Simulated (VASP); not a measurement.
# ZrC (P-6m2) in VASP: notebook

Runs on ZrC. Level: r2SCAN. Tasks: single point, relaxation of shape and atoms at fixed volume.

Everything below comes from runs of VASP 6.6.1. Logs are shortened: lines on timing, memory, paths and dates and some standing lists are left out, and cuts for length are marked.

## Step 1: The cell of the first run

Symmetry: P-6m2, No. 187, hexagonal system. The conventional cell has a = 3.297 Å, b = 3.297 Å, c = 2.946 Å, α = 90.00°, β = 90.00°, γ = 120.00°. Zr (site symmetry -6m2) has 6 C at 2.41 Å and 2 Zr at 2.95 Å within 3.2 Å. C (site symmetry -6m2) has 6 Zr at 2.41 Å and 2 C at 2.95 Å within 3.2 Å.

## Step 2: Single point, r2SCAN (volume scaled by 1.020)

Contents of POSCAR:

```
ZrC
1.0
    3.2968400616      0.0000000000      0.0000000000
   -1.6484200308      2.8551472455      0.0000000000
    0.0000000000      0.0000000000      2.9464413599
Zr C
1 1
Direct
    0.0000000000      0.0000000000      0.0000000000
    0.6666666667      0.3333333333      0.5000000000
```

Contents of INCAR.step1:

```
PREC = Accurate
ENCUT = 520
ISMEAR = 0
SIGMA = 0.05
LREAL = F
LASPH = T
NELM = 60
NBANDS = 15
GGA = PE
ALGO = Normal
EDIFF = 1E-4
LWAVE = T
LCHARG = F
```

Contents of INCAR.step2:

```
PREC = Accurate
ENCUT = 520
EDIFF = 1E-7
ISMEAR = 0
SIGMA = 0.05
LREAL = F
LASPH = T
NELM = 60
ALGO = Normal
ISIF = 2
LWAVE = F
LCHARG = F
METAGGA = R2SCAN
LMIXTAU = T
NBANDS = 15
ISTART = 1
```

Contents of KPOINTS:

```
regular mesh
0
Gamma
  12 12 12
```

Potentials or basis: VASP PAW PBE potentials, release 64 (Zr_sv, C).

Started as:

```bash
$ cat potpaw_PBE.64/Zr_sv/POTCAR potpaw_PBE.64/C/POTCAR > POTCAR
$ cp INCAR.step1 INCAR
$ mpirun -np 1 vasp_std > vasp.out
$ cp INCAR.step2 INCAR
$ mpirun -np 1 vasp_std > vasp.out
```

OUTCAR:

```text
PREC = Accurate
   ENCUT = 520
   EDIFF = 1E-7
   ISMEAR = 0
   LREAL = F
   LASPH = T
   NELM = 60
   ISIF = 2
   METAGGA = R2SCAN
   ISTART = 1

 ion  position               nearest neighbor table
   1  0.000  0.000  0.000-   2 2.41   2 2.41   2 2.41   2 2.41   2 2.41   2 2.41
   2  0.667  0.333  0.500-   1 2.41   1 2.41   1 2.41   1 2.41   1 2.41   1 2.41

  LATTYP: Found a hexagonal cell.
 ALAT       =     3.2968400616
 C/A-ratio  =     0.8937168030

  Lattice vectors:

 A1 = (   3.2968400616,   0.0000000000,   0.0000000000)
 A2 = (  -1.6484200308,   2.8551472455,   0.0000000000)
 A3 = (   0.0000000000,   0.0000000000,   2.9464413599)

Analysis of symmetry for initial positions (statically):
=====================================================================
 Subroutine PRICEL returns:
 Original cell was already a primitive cell.

 Routine SETGRP: Setting up the symmetry group for a
 hexagonal supercell.

 Subroutine GETGRP returns: Found 12 space group operations
 (whereof 12 operations were pure point group operations)
 out of a pool of 24 trial point group operations.

The static configuration has the point symmetry D_3h.

Analysis of symmetry for dynamics (positions and initial velocities):
=====================================================================
 Subroutine PRICEL returns:
 Original cell was already a primitive cell.

 Routine SETGRP: Setting up the symmetry group for a
 hexagonal supercell.

 Subroutine GETGRP returns: Found 12 space group operations
 (whereof 12 operations were pure point group operations)
 out of a pool of 24 trial point group operations.

The dynamic configuration has the point symmetry D_3h.

 Subroutine INISYM returns: Found 12 space group operations
 (whereof 12 operations are pure point group operations),
 and found     1 'primitive' translations

----------------------------------------------------------------------------------------

                                     Primitive cell

  volume of cell :      27.7347

  direct lattice vectors                    reciprocal lattice vectors
     3.296840062  0.000000000  0.000000000     0.303320750  0.175122317  0.000000000
    -1.648420031  2.855147245  0.000000000     0.000000000  0.350244633  0.000000000
     0.000000000  0.000000000  2.946441360     0.000000000  0.000000000  0.339392466

  length of vectors
     3.296840062  3.296840062  2.946441360     0.350244633  0.350244633  0.339392466

  position of ions in fractional coordinates (direct lattice)
     0.000000000  0.000000000  0.000000000
     0.666666667  0.333333333  0.500000000

  ion indices of the primitive-cell ions
   primitive index   ion index
                 1           1
                 2           2

----------------------------------------------------------------------------------------

 KPOINTS: regular mesh

Automatic generation of k-mesh.
 Grid dimensions read from file:
 generate k-points for:   12   12   12

 Generating k-lattice:

  Cartesian coordinates                     Fractional coordinates (reciprocal lattice)
     0.025276729  0.014593526  0.000000000     0.083333333 -0.000000000  0.000000000
     0.000000000  0.029187053  0.000000000     0.000000000  0.083333333  0.000000000
     0.000000000  0.000000000  0.028282706     0.000000000  0.000000000  0.083333333

  Length of vectors
     0.029187053  0.029187053  0.028282706

  Shift w.r.t. Gamma in fractional coordinates (k-lattice)
     0.000000000  0.000000000  0.000000000

 Subroutine IBZKPT returns following result:
 ===========================================

 Found    133 irreducible k-points:

 Following reciprocal coordinates:
            Coordinates               Weight
  0.000000  0.000000  0.000000      1.000000
  0.083333  0.000000  0.000000      6.000000
  0.166667  0.000000  0.000000      6.000000
  0.250000  0.000000  0.000000      6.000000
  0.333333 -0.000000  0.000000      6.000000
  0.416667 -0.000000  0.000000      6.000000
[... 16 lines left out ...]
  0.250000  0.000000  0.083333     12.000000
  0.333333 -0.000000  0.083333     12.000000
 [... further k-points ...]
   k-points           NKPTS =    133   k-points in BZ     NKDIM =    133   number of bands    NBANDS=     15
   number of dos      NEDOS =    301   number of ions     NIONS =      2
   total plane-waves  NPLWV =  18816
   dimension x,y,z NGX =    28 NGY =   28 NGZ =   24
   dimension x,y,z NGXF=    56 NGYF=   56 NGZF=   48
   ions per type =               1   1
   NGX,Y,Z   is equivalent  to a cutoff of  14.12, 14.12, 13.54 a.u.
   NGXF,Y,Z  is equivalent  to a cutoff of  28.24, 28.24, 27.08 a.u.
 SYSTEM =  unknown system
   PREC   = accura    normal or accurate (medium, high low for compatibility)
   ISTART =      1    job   : 0-new  1-cont  2-samecut
   ICHARG =      0    charge: 1-file 2-atom 10-const
   ISPIN  =      1    spin polarized calculation?
   LNONCOLLINEAR =      F non collinear calculations
   LSORBIT =      F    spin-orbit coupling
   LASPH  =      T    aspherical Exc in radial PAW
   ENCUT  =  520.0 eV  38.22 Ry    6.18 a.u.   6.13  6.13  5.48*2*pi/ulx,y,z
   NELM   =     60;   NELMIN=  2; NELMDL=  0     # of ELM steps
   EDIFF  = 0.1E-06   stopping-criterion for ELM
   LREAL  =      F    real-space projection
   EDIFFG = 0.1E-05   stopping-criterion for IOM
   NSW    =      0    number of steps for IOM
   IBRION =     -1    ionic relax: 0-MD 1-quasi-New 2-CG
   NFREE  =      0    steps in history (QN), initial steepest desc. (CG)
   ISIF   =      2    stress and relaxation
   ISYM   =      2    0-nonsym 1-usesym 2-fastsym
   POTIM  = 0.5000    time-step for ionic-motion
   TEBEG  =    0.0;   TEEND  =   0.0 temperature during run
   PSTRESS=    0.0 pullay stress
   NELECT =      16.0000    total number of electrons
   NUPDOWN=      -1.0000    fix difference up-down
   EMIN   =  10.00;   EMAX   =-10.00  energy-range for DOS
   EFERMI =   0.00;   METHOD = LEGACY
   ISMEAR =     0;   SIGMA  =   0.05  broadening in eV -4-tet -1-fermi 0-gaus
   EFERMI_NEDOS =   21; number of points for ismear=-14 and -15
   IALGO  =     38    algorithm
   IMIX   =      4    mixing-type and parameters
     AMIX     =   0.40;   BMIX     =  1.00
     AMIX_MAG =   1.60;   BMIX_MAG =  1.00
  volume/ion in A,a.u.               =      13.87        93.58
  Fermi-wavevector in a.u.,A,eV,Ry     =   1.362825  2.575366 25.269992  1.857292
  Thomas-Fermi vector in A             =   2.489281
   LORBIT       =      0    0 simple, 1 ext, 2 COOP (PROOUT), +10 PAW based schemes
   METAGGA = R2SCAN    functional components
   LHFCALC =     F    Hartree Fock is set to
   AEXX    =    0.0000 exact exchange contribution
   IVDW    =     0    specifies the selected vdW correction
   LEPSILON=     F    determine dielectric tensor
   LRPA    =     F    only Hartree local field effects (RPA)
 non-spin polarized calculation
 Gauss-broadening in eV      SIGMA  =   0.05
  energy-cutoff  :      520.00
  volume of cell :       27.73
 maximum number of plane-waves:       767
 NGX is ok and might be reduce to    28
   NGX = 13   NGY = 13   NGZ = 11

 number of electron      16.0000001 magnetization

 Free energy of the ion-electron system (eV)
  ---------------------------------------------------
  ext. energy  EPLUGINS =         0.00000000
  ---------------------------------------------------
  free energy    TOTEN  =       -33.20279661 eV

  energy without entropy =      -33.20241206  energy(sigma->0) =      -33.20260434

 E-fermi :   8.8240     XC(G=0): -12.4872

 val. band max:        8.7958417990   @ k =   0.3333   0.2500   0.5000
 cond. band min:       8.8274694204   @ k =   0.5000   0.0000   0.0833
 fundamental gap:      0.0316276214
 Fermi energy:         8.8240360333

 k-point     1 :       0.0000    0.0000    0.0000
  band No.  band energies     occupation
      1     -41.2161      2.00000
      2     -18.3309      2.00000
      3     -18.3309      2.00000
      4     -17.9154      2.00000
      5      -2.8074      2.00000
      6       7.1501      2.00000
      7       7.1501      2.00000
      8       7.7326      2.00000
      9      10.6259      0.00000
     10      14.1818      0.00000
     11      14.1818      0.00000
     12      14.3971      0.00000
     13      15.3149      0.00000
     14      15.3149      0.00000
     15      23.3583      0.00000

 k-point     2 :       0.0833    0.0000    0.0000
  band No.  band energies     occupation
      1     -41.2110      2.00000
      2     -18.3808      2.00000
      3     -18.3416      2.00000
      4     -17.9096      2.00000
      5      -2.6861      2.00000
      6       6.8450      2.00000
      7       7.2650      2.00000
      8       7.8603      2.00000
      9      10.3622      0.00000
     10      14.1387      0.00000
     11      14.4806      0.00000
     12      14.8541      0.00000
     13      15.0441      0.00000
     14      15.2168      0.00000
     15      22.9506      0.00000

 k-point     3 :       0.1667    0.0000    0.0000
  band No.  band energies     occupation
      1     -41.1970      2.00000
      2     -18.5148      2.00000
      3     -18.3707      2.00000
      4     -17.8937      2.00000
      5      -2.3499      2.00000
      6       6.2091      2.00000
      7       7.5884      2.00000
      8       8.1119      2.00000
      9       9.7926      0.00000
     10      14.0237      0.00000
     11      14.4037      0.00000
     12      14.9728      0.00000
     13      15.1245      0.00000
     14      16.0034      0.00000
     15      22.5820      0.00000
[... 343 lines left out ...]
 k-point    23 :       0.2500    0.0000    0.0833
  band No.  band energies     occupation
      1     -41.1692      2.00000
      2     -18.6813      2.00000
      3     -18.4012      2.00000
      4     -17.9547      2.00000
      5      -1.7836      2.00000
      6       5.6339      2.00000
      7       8.0319      2.00000
      8       8.1985      2.00000
      9       9.1491      0.00000
     10      13.1692      0.00000
     11      13.8809      0.00000
     12      15.3961      0.00000
     13      15.6062      0.00000
     14      17.6743      0.00000
     15      22.4192      0.00000

 k-point    24 :       0.3333   -0.0000    0.0833
  band No.  band energies     occupation
      1     -41.1500      2.00000
      2     -18.8522      2.00000
      3     -18.4399      2.00000
      4     -17.9308      2.00000
      5      -1.3208      2.00000
      6       5.0993      2.00000
      7       8.0912      2.00000
      8       8.4392      2.00000
      9       8.9292      0.00293
     10      13.2308      0.00000
     11      13.7563      0.00000
     12      15.0990      0.00000
     13      15.9275      0.00000
     14      18.7527      0.00000
     15      22.8105      0.00000

 [... further k-points ...]
[... 5 lines left out ...]
  --------------------------------------------------------------------------------------
  -------------------------------------------------------------------------------------
  Total       -0.5998472     -0.5998472     -0.5964995     -0.0000000      0.0000000      0.0000000
  in kB      -34.6518980    -34.6518980    -34.4585085     -0.0000000      0.0000000      0.0000000
  external PRESSURE =     -34.5874348 kB  Pullay stress =       0.0000000 kB

 VOLUME and BASIS-vectors are now :
 -----------------------------------------------------------------------------
  energy-cutoff  :      520.00
  volume of cell :       27.73
      direct lattice vectors                 reciprocal lattice vectors
     3.296840062  0.000000000  0.000000000     0.303320750  0.175122317  0.000000000
    -1.648420031  2.855147245  0.000000000     0.000000000  0.350244633  0.000000000
     0.000000000  0.000000000  2.946441360     0.000000000  0.000000000  0.339392466

 POSITION                                       TOTAL-FORCE (eV/Angst)
 -----------------------------------------------------------------------------------
      0.00000      0.00000      0.00000        -0.000000      0.000000      0.000000
      1.64842      0.95172      1.47322         0.000000     -0.000000      0.000000
 -----------------------------------------------------------------------------------
    total drift:                               -0.000000      0.000000      0.000000

  FREE ENERGIE OF THE ION-ELECTRON SYSTEM (eV)
  ---------------------------------------------------
  free  energy   TOTEN  =       -33.2027966098 eV

  energy  without entropy=      -33.2024120647  energy(sigma->0) =      -33.20260434
```

Run time: 1.9 min. Hardware: 1 thread of Intel Xeon 6975P-C (Granite Rapids), shared host; peak memory 0.19 GiB.

What came out:

```
Free energy            : -33.2028 eV
Pressure               : -3.5 GPa
Band gap on the k mesh : zero (band 8 reaches 8.99 eV, above the bottom of band 9 at 8.72 eV)
```

Caveat: the PAW data sets were made with another functional, which shifts forces and pressure a little.

(Continued in part 2 of 3.)
